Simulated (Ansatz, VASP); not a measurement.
## W: VASP beside Ansatz

```
CELL_PARAMETERS angstrom
0.00000 2.22912 1.47657
2.22912 0.00000 1.47657
2.22912 2.22912 0.00000
ATOMIC_POSITIONS crystal
W 0.00000 0.00000 0.00000
```

Alike in both runs: task single point; functional LDA; k mesh 22 × 22 × 22; occupations gaussian, width 0.15 eV; no spin polarisation.

|  | VASP | Ansatz |
| --- | --- | --- |
| version | VASP 6.6.1 | Ansatz 0.2.0 |
| potentials or method | VASP PAW LDA potentials, release 64 (W_sv), cutoff 520 eV | scalar-relativistic, plane waves, PAW |
| valence electrons in the cell | 14 | 14 |

Ansatz gave:

| Quantity | Value |
| --- | --- |
| gap on the k mesh at the Fermi level (eV) | none |
| pressure (GPa) | 19.1 |
| traceless stress, the component that is largest in VASP (GPa) | 17.03 |

Task: Estimate VASP's values.

Result: gap on the k mesh at the Fermi level (eV): none; pressure (GPa): 21.4; traceless stress, the component that is largest in VASP (GPa): 17.10.

Ansatz warns that its potentials were made for another functional, while VASP's fit it. LDA's correlation is that of Perdew and Zunger in VASP and of Perdew and Wang (1992) in Ansatz. A gap of «none» marks a metal or a gap that the smearing closes.

Spin-orbit coupling is off throughout.
